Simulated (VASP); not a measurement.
Crystal: Li.

```
Li
1.0
     3.12643    0.00000    0.00000
    -1.56321    2.70756    0.00000
     0.00000    0.00000   10.21091
Li
4
Direct
  0.00000 0.00000 0.00000
  0.00000 0.00000 0.50000
  0.33333 0.66667 0.25000
  0.66667 0.33333 0.75000
```

This isn't the form of Li at room conditions, which is bcc.

- Program: VASP 6.6.1
- Task: relaxation of cell and atoms
- Functional: BLYP
- Potentials or basis: VASP PAW PBE potentials, release 64 (Li_sv)
- Cutoff: 600 eV
- k mesh: 12 × 12 × 3
- Occupations: fermi-dirac, width 0.1 eV
- Spin: no spin polarisation

At the start: pressure -1.0 GPa; volume 21.61 Å³/atom.

Where does the relaxation end?

Over 4 steps the energy falls by 5.5 meV/atom and the volume is 19.85 Å³/atom (-8.1 %); space group P6_3/mmc (No. 194, to 0.1 Å) before and after.

Step by step:
| step | energy change (eV) | largest force (eV/Å) | pressure (GPa) | volume (Å³) |
| --- | --- | --- | --- | --- |
| 1 | 0.0000 | 0.0000 | -0.99 | 86.44 |
| 2 | -0.0090 | 0.0000 | -0.79 | 84.78 |
| 3 | -0.0221 | 0.0000 | -0.08 | 79.94 |
| 4 | -0.0222 | 0.0000 | 0.01 | 79.42 |

Final structure:
```yaml
crystal:
  lattice:
    - [3.04100, 0.00000, 0.00000]
    - [-1.52050, 2.63359, 0.00000]
    - [0.00000, 0.00000, 9.91665]
  atoms:
    - { symbol: Li, position: [0.00000, 0.00000, 0.00000] }
    - { symbol: Li, position: [0.00000, 0.00000, 0.50000] }
    - { symbol: Li, position: [0.33333, 0.66667, 0.25000] }
    - { symbol: Li, position: [0.66667, 0.33333, 0.75000] }
```

Caveat: the cutoff is under 1.25 times the usual one of these potentials, so pressure, stress and relaxed cells hold a basis-set (Pulay) error; the PAW data sets were made with another functional, which shifts forces and pressure a little.
